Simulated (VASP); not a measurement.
# GaMo (R-3m) in VASP: single point with PBE

Aim: the single point of GaMo with PBE.

All numbers are computed with VASP 6.6.1; they aren't measurements. Logs are shortened: lines on timing, memory, paths and dates and some standing lists are left out, and cuts for length are marked.

**1. The cell of the first run**

Symmetry: R-3m, No. 166, trigonal system. The conventional cell has a = 2.865 Å, b = 2.865 Å, c = 13.242 Å, α = 90.00°, β = 90.00°, γ = 120.00°. Ga (site symmetry -3m) has 6 Mo at 2.76 Å and 6 Ga at 2.87 Å within 3.6 Å. Within 3.6 Å of Mo (site symmetry -3m) lie 6 Ga at 2.76 Å and 6 Mo at 2.87 Å.

**2. Single point, PBE**

The input, INCAR:

```
SYSTEM = GaMo
PREC = Accurate
ENCUT = 520
EDIFF = 1E-7
ISMEAR = 0
SIGMA = 0.2
LREAL = .False.
LASPH = .True.
NELM = 100
ALGO = Fast
ISIF = 2
LWAVE = .False.
LCHARG = .False.
GGA = PE
NBANDS = 20
```

The input, KPOINTS:

```
Automatic mesh
0
Gamma
  7 7 7
  0 0 0
```

The input, POSCAR:

```
GaMo
1.0
    1.4325094982      0.8270597444      4.4141167138
   -1.4325094982      0.8270597444      4.4141167138
    0.0000000000     -1.6541194889      4.4141167138
Ga Mo
1 1
Direct
    0.5000000000      0.5000000000      0.5000000000
    0.0000000000      0.0000000000      0.0000000000
```

Potentials or basis: VASP PAW PBE potentials, release 64 (Ga_d, Mo_sv).

On the command line:

```console
> cat potpaw_PBE.64/Ga_d/POTCAR potpaw_PBE.64/Mo_sv/POTCAR > POTCAR
> mpirun -np 1 vasp_std > vasp.out
```

OUTCAR:

```text
SYSTEM = GaMo
   PREC = Accurate
   ENCUT = 520
   EDIFF = 1E-7
   ISMEAR = 0
   LREAL = .False.
   LASPH = .True.
   NELM = 100
   ISIF = 2
   GGA = PE

 ion  position               nearest neighbor table
   1  0.500  0.500  0.500-   2 2.76   2 2.76   2 2.76   2 2.76   2 2.76   2 2.76
   2  0.000  0.000  0.000-   1 2.76   1 2.76   1 2.76   1 2.76   1 2.76   1 2.76

  LATTYP: Found a trigonal (rhomboedric) cell.
 ALAT       =     4.7138665283
 COS(alpha) =     0.8152984869

  Lattice vectors:

 A1 = (   1.4325094982,   0.8270597444,   4.4141167138)
 A2 = (  -1.4325094982,   0.8270597444,   4.4141167138)
 A3 = (   0.0000000000,  -1.6541194889,   4.4141167138)

Analysis of symmetry for initial positions (statically):
=====================================================================
 Subroutine PRICEL returns:
 Original cell was already a primitive cell.

 Routine SETGRP: Setting up the symmetry group for a
 trigonal (rhombohedral) supercell.

 Subroutine GETGRP returns: Found 12 space group operations
 (whereof 12 operations were pure point group operations)
 out of a pool of 12 trial point group operations.

The static configuration has the point symmetry D_3d.

Analysis of symmetry for dynamics (positions and initial velocities):
=====================================================================
 Subroutine PRICEL returns:
 Original cell was already a primitive cell.

 Routine SETGRP: Setting up the symmetry group for a
 trigonal (rhombohedral) supercell.

 Subroutine GETGRP returns: Found 12 space group operations
 (whereof 12 operations were pure point group operations)
 out of a pool of 12 trial point group operations.

The dynamic configuration has the point symmetry D_3d.

 Subroutine INISYM returns: Found 12 space group operations
 (whereof 12 operations are pure point group operations),
 and found     1 'primitive' translations

----------------------------------------------------------------------------------------

                                     Primitive cell

  volume of cell :      31.3783

  direct lattice vectors                    reciprocal lattice vectors
     1.432509498  0.827059744  4.414116714     0.349037825  0.201517082  0.075515297
    -1.432509498  0.827059744  4.414116714    -0.349037825  0.201517082  0.075515297
     0.000000000 -1.654119489  4.414116714     0.000000000 -0.403034165  0.075515297

  length of vectors
     4.713866528  4.713866528  4.713866528     0.410047678  0.410047678  0.410047678

  position of ions in fractional coordinates (direct lattice)
     0.500000000  0.500000000  0.500000000
     0.000000000  0.000000000  0.000000000

  ion indices of the primitive-cell ions
   primitive index   ion index
                 1           1
                 2           2

----------------------------------------------------------------------------------------

 KPOINTS: Automatic mesh

Automatic generation of k-mesh.
 Grid dimensions read from file:
 generate k-points for:    7    7    7

 Generating k-lattice:

  Cartesian coordinates                     Fractional coordinates (reciprocal lattice)
     0.049862546  0.028788155  0.010787900     0.142857143  0.000000000 -0.000000000
    -0.049862546  0.028788155  0.010787900     0.000000000  0.142857143 -0.000000000
     0.000000000 -0.057576309  0.010787900     0.000000000  0.000000000  0.142857143

  Length of vectors
     0.058578240  0.058578240  0.058578240

  Shift w.r.t. Gamma in fractional coordinates (k-lattice)
     0.000000000  0.000000000  0.000000000

 Subroutine IBZKPT returns following result:
 ===========================================

 Found     44 irreducible k-points:

 Following reciprocal coordinates:
            Coordinates               Weight
  0.000000  0.000000  0.000000      1.000000
  0.142857 -0.000000  0.000000      6.000000
  0.285714 -0.000000 -0.000000      6.000000
  0.428571 -0.000000 -0.000000      6.000000
  0.142857  0.142857  0.000000      6.000000
  0.285714  0.142857 -0.000000     12.000000
[... 16 lines left out ...]
  0.285714  0.285714  0.142857      6.000000
  0.428571  0.285714  0.142857     12.000000
 [... further k-points ...]
   k-points           NKPTS =     44   k-points in BZ     NKDIM =     44   number of bands    NBANDS=     20
   number of dos      NEDOS =    301   number of ions     NIONS =      2
   total plane-waves  NPLWV =  46656
   dimension x,y,z NGX =    36 NGY =   36 NGZ =   36
   dimension x,y,z NGXF=    72 NGYF=   72 NGZF=   72
   ions per type =               1   1
   NGX,Y,Z   is equivalent  to a cutoff of  12.70, 12.70, 12.70 a.u.
   NGXF,Y,Z  is equivalent  to a cutoff of  25.39, 25.39, 25.39 a.u.
 SYSTEM =  GaMo
   PREC   = accura    normal or accurate (medium, high low for compatibility)
   ISTART =      0    job   : 0-new  1-cont  2-samecut
   ICHARG =      2    charge: 1-file 2-atom 10-const
   ISPIN  =      1    spin polarized calculation?
   LNONCOLLINEAR =      F non collinear calculations
   LSORBIT =      F    spin-orbit coupling
   LASPH  =      T    aspherical Exc in radial PAW
   ENCUT  =  520.0 eV  38.22 Ry    6.18 a.u.   8.76  8.76  8.76*2*pi/ulx,y,z
   NELM   =    100;   NELMIN=  2; NELMDL= -5     # of ELM steps
   EDIFF  = 0.1E-06   stopping-criterion for ELM
   LREAL  =      F    real-space projection
   EDIFFG = 0.1E-05   stopping-criterion for IOM
   NSW    =      0    number of steps for IOM
   IBRION =     -1    ionic relax: 0-MD 1-quasi-New 2-CG
   NFREE  =      0    steps in history (QN), initial steepest desc. (CG)
   ISIF   =      2    stress and relaxation
   ISYM   =      2    0-nonsym 1-usesym 2-fastsym
   POTIM  = 0.5000    time-step for ionic-motion
   TEBEG  =    0.0;   TEEND  =   0.0 temperature during run
   PSTRESS=    0.0 pullay stress
   NELECT =      27.0000    total number of electrons
   NUPDOWN=      -1.0000    fix difference up-down
   EMIN   =  10.00;   EMAX   =-10.00  energy-range for DOS
   EFERMI =   0.00;   METHOD = LEGACY
   ISMEAR =     0;   SIGMA  =   0.20  broadening in eV -4-tet -1-fermi 0-gaus
   EFERMI_NEDOS =   21; number of points for ismear=-14 and -15
   IALGO  =     68    algorithm
   IMIX   =      4    mixing-type and parameters
     AMIX     =   0.40;   BMIX     =  1.00
     AMIX_MAG =   1.60;   BMIX_MAG =  1.00
  volume/ion in A,a.u.               =      15.69       105.88
  Fermi-wavevector in a.u.,A,eV,Ry     =   1.557111  2.942513 32.988617  2.424595
  Thomas-Fermi vector in A             =   2.660809
   LORBIT       =      0    0 simple, 1 ext, 2 COOP (PROOUT), +10 PAW based schemes
   GGA     = PE    functional components
   LHFCALC =     F    Hartree Fock is set to
   AEXX    =    0.0000 exact exchange contribution
   IVDW    =     0    specifies the selected vdW correction
   LEPSILON=     F    determine dielectric tensor
   LRPA    =     F    only Hartree local field effects (RPA)
 non-spin polarized calculation
 RMM-DIIS sequential band-by-band and
 Gauss-broadening in eV      SIGMA  =   0.20
  energy-cutoff  :      520.00
  volume of cell :       31.38
 maximum number of plane-waves:       859
   NGX = 17   NGY = 17   NGZ = 17

 number of electron      26.9999995 magnetization

 Free energy of the ion-electron system (eV)
  ---------------------------------------------------
  ext. energy  EPLUGINS =         0.00000000
  ---------------------------------------------------
  free energy    TOTEN  =       -13.67593169 eV

  energy without entropy =      -13.64187684  energy(sigma->0) =      -13.65890427

 E-fermi :   9.6691     XC(G=0): -12.6826

 val. band max:        9.6641136568   @ k =  -0.2857   0.2857   0.1429
 cond. band min:       9.7244149881   @ k =  -0.2857   0.4286   0.2857
 fundamental gap:      0.0603013313
 Fermi energy:         9.6691190194

 k-point     1 :       0.0000    0.0000    0.0000
  band No.  band energies     occupation
      1     -51.1782      2.00000
      2     -25.3500      2.00000
      3     -24.7525      2.00000
      4     -24.7525      2.00000
      5      -5.1147      2.00000
      6      -5.1147      2.00000
[... 12 lines left out ...]
     19      21.3747      0.00000
     20      22.4958      0.00000

 k-point     2 :       0.1429   -0.0000    0.0000
  band No.  band energies     occupation
      1     -51.1543      2.00000
      2     -25.3240      2.00000
      3     -24.9254      2.00000
      4     -24.7922      2.00000
      5      -5.1404      2.00000
      6      -5.0631      2.00000
[... 12 lines left out ...]
     19      20.7650      0.00000
     20      22.7598      0.00000

 k-point     3 :       0.2857   -0.0000   -0.0000
  band No.  band energies     occupation
      1     -51.1003      2.00000
      2     -25.3023      2.00000
      3     -25.2650      2.00000
      4     -24.8804      2.00000
      5      -5.2022      2.00000
      6      -4.9934      2.00000
[... 12 lines left out ...]
     19      19.8155      0.00000
     20      20.7827      0.00000

 k-point     4 :       0.4286   -0.0000   -0.0000
  band No.  band energies     occupation
      1     -51.0565      2.00000
      2     -25.5937      2.00000
      3     -25.2173      2.00000
      4     -24.9500      2.00000
      5      -5.2526      2.00000
      6      -5.0516      2.00000
[... 12 lines left out ...]
     19      18.9407      0.00000
     20      19.2733      0.00000

 k-point     5 :       0.1429    0.1429    0.0000
  band No.  band energies     occupation
      1     -51.1543      2.00000
      2     -25.3246      2.00000
      3     -24.9254      2.00000
      4     -24.7922      2.00000
      5      -5.1405      2.00000
      6      -5.0629      2.00000
[... 12 lines left out ...]
     19      20.3551      0.00000
     20      22.9567      0.00000

 k-point     6 :       0.2857    0.1429   -0.0000
  band No.  band energies     occupation
      1     -51.1153      2.00000
      2     -25.2823      2.00000
      3     -25.1746      2.00000
      4     -24.8816      2.00000
      5      -5.1486      2.00000
      6      -5.0498      2.00000
[... 12 lines left out ...]
     19      17.8607      0.00000
     20      23.2581      0.00000

 k-point     7 :       0.4286    0.1429    0.0000
  band No.  band energies     occupation
      1     -51.0663      2.00000
      2     -25.4589      2.00000
      3     -25.2284      2.00000
      4     -25.0104      2.00000
      5      -5.1800      2.00000
      6      -5.0299      2.00000
[... 12 lines left out ...]
     19      18.6522      0.00000
     20      20.6673      0.00000
[... 277 lines left out ...]
 k-point    20 :      -0.4286    0.1429    0.1429
  band No.  band energies     occupation
      1     -51.0564      2.00000
      2     -25.5934      2.00000
      3     -25.2181      2.00000
      4     -24.9501      2.00000
      5      -5.2542      2.00000
      6      -5.0617      2.00000
[... 12 lines left out ...]
     19      18.8475      0.00000
     20      19.9281      0.00000

 k-point    21 :      -0.2857    0.1429    0.1429
  band No.  band energies     occupation
      1     -51.0564      2.00000
      2     -25.5934      2.00000
      3     -25.2168      2.00000
      4     -24.9500      2.00000
      5      -5.2559      2.00000
      6      -5.0599      2.00000
[... 12 lines left out ...]
     19      18.4239      0.00000
     20      18.5968      0.00000

 k-point    22 :      -0.1429    0.1429    0.1429
  band No.  band energies     occupation
      1     -51.1003      2.00000
      2     -25.3020      2.00000
      3     -25.2645      2.00000
      4     -24.8803      2.00000
      5      -5.2047      2.00000
      6      -4.9979      2.00000
[... 12 lines left out ...]
     19      19.0307      0.00000
     20      21.3176      0.00000

 k-point    23 :       0.2857    0.2857    0.1429
  band No.  band energies     occupation
      1     -51.1542      2.00000
      2     -25.3285      2.00000
      3     -24.9253      2.00000
      4     -24.7923      2.00000
      5      -5.1397      2.00000
      6      -5.0612      2.00000
[... 12 lines left out ...]
     19      20.2369      0.00000
     20      23.0962      0.00000

 k-point    24 :       0.4286    0.2857    0.1429
  band No.  band energies     occupation
      1     -51.1152      2.00000
      2     -25.2855      2.00000
      3     -25.1742      2.00000
      4     -24.8818      2.00000
      5      -5.1494      2.00000
      6      -5.0504      2.00000
[... 12 lines left out ...]
     19      18.7306      0.00000
     20      22.8159      0.00000

 [... further k-points ...]
[... 5 lines left out ...]
  --------------------------------------------------------------------------------------
  -------------------------------------------------------------------------------------
  Total        0.0468803      0.0468803      0.1615036      0.0000000     -0.0000000     -0.0000000
  in kB        2.3937106      2.3937106      8.2463815      0.0000000     -0.0000000     -0.0000000
  external PRESSURE =       4.3446009 kB  Pullay stress =       0.0000000 kB

 VOLUME and BASIS-vectors are now :
 -----------------------------------------------------------------------------
  energy-cutoff  :      520.00
  volume of cell :       31.38
      direct lattice vectors                 reciprocal lattice vectors
     1.432509498  0.827059744  4.414116714     0.349037825  0.201517082  0.075515297
    -1.432509498  0.827059744  4.414116714    -0.349037825  0.201517082  0.075515297
     0.000000000 -1.654119489  4.414116714     0.000000000 -0.403034165  0.075515297

 POSITION                                       TOTAL-FORCE (eV/Angst)
 -----------------------------------------------------------------------------------
      0.00000     -0.00000      6.62118        -0.000000      0.000000     -0.000000
      0.00000      0.00000      0.00000         0.000000     -0.000000      0.000000
 -----------------------------------------------------------------------------------
    total drift:                                0.000000     -0.000000      0.000000

  FREE ENERGIE OF THE ION-ELECTRON SYSTEM (eV)
  ---------------------------------------------------
  free  energy   TOTEN  =       -13.6759316908 eV

  energy  without entropy=      -13.6418768415  energy(sigma->0) =      -13.65890427
```

It took 48 s on 1 thread of AMD EPYC 9R45 (Zen 5), shared host; peak memory 0.19 GiB.

What came out:

```
Free energy : -13.6759 eV
Pressure    : 0.4 GPa
```

Levels at points of the mesh, in eV from the Fermi level:
| k point | band 11 | band 12 | band 13 | band 14 | band 15 | band 16 |
| --- | --- | --- | --- | --- | --- | --- |
| (0.00, 0.00, 0.00) | -3.82 | -1.68 | -0.45 | -0.45 | 1.75 | 1.75 |

Caveat: the k points lie up to 0.37 Å⁻¹ apart.
